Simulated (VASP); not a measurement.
Write the native input for VASP 6.6.1 that does the following.

| Property | Result |
| --- | --- |
| Task | single point |
| Functional | r2SCAN |
| Potentials or basis | VASP PAW PBE potentials, release 64 (Cd, S) |
| Cutoff | 550 eV |
| k mesh | 6 × 6 × 6 |
| Occupations | gaussian, width 0.01 eV |
| Spin | no spin polarisation |
| Dipole correction | no |
| Further INCAR settings | ALGO = Normal; EDIFF = 1e-06; NBANDS = 16 |

Crystal: CdS.

```xyz
2
Lattice="0.0000 2.8792 2.8792 2.8792 0.0000 2.8792 2.8792 2.8792 0.0000" Properties=species:S:1:pos:R:3 pbc="T T T"
Cd    0.0000    0.0000    0.0000
S     1.4396    1.4396    1.4396
```

These files were run (other wordings do the same):

POSCAR

```
CdS
1.0
    0.0000000000      2.8792140297      2.8792140297
    2.8792140297      0.0000000000      2.8792140297
    2.8792140297      2.8792140297      0.0000000000
Cd S
1 1
Direct
    0.0000000000      0.0000000000      0.0000000000
    0.2500000000      0.2500000000      0.2500000000
```

INCAR.step1

```
PREC = Accurate ; ENCUT = 550
ISMEAR = 0 ; SIGMA = 0.01
LREAL = F ; LASPH = T
NELM = 120 ; NBANDS = 16
GGA = PE ; ALGO = Normal
EDIFF = 1E-5 ; LWAVE = T
LCHARG = F ; GGA_COMPAT = F
```

INCAR.step2

```
PREC = Accurate ; ENCUT = 550
EDIFF = 1E-6 ; ISMEAR = 0
SIGMA = 0.01 ; LREAL = F
LASPH = T ; NELM = 120
ALGO = Normal ; ISIF = 2
LWAVE = F ; LCHARG = T
METAGGA = R2SCAN ; LMIXTAU = T
LELF = T ; LVHAR = T
NBANDS = 16 ; ISTART = 1
GGA_COMPAT = F
```

KPOINTS

```
Automatic mesh
0
Gamma
  6 6 6
```

Potentials or basis: VASP PAW PBE potentials, release 64 (Cd, S).

Launch:

```console
$ cat potpaw_PBE.64/Cd/POTCAR potpaw_PBE.64/S/POTCAR > POTCAR
$ cp INCAR.step1 INCAR
$ mpirun -np 1 vasp_std > vasp.out
$ cp INCAR.step2 INCAR
$ mpirun -np 1 vasp_std > vasp.out
```

Results of the run:

```yaml
Pressure: 4.7 GPa
Band_gap_on_the_k_mesh: 1.68 eV
```

Caveat: the cell stands under pressure; the PAW data sets were made with another functional, which shifts forces and pressure a little.

It took 22 s on 1 thread of Intel(R) Xeon(R) 6975P-C (Granite Rapids), with other jobs on the host, peak memory 0.18 GiB.
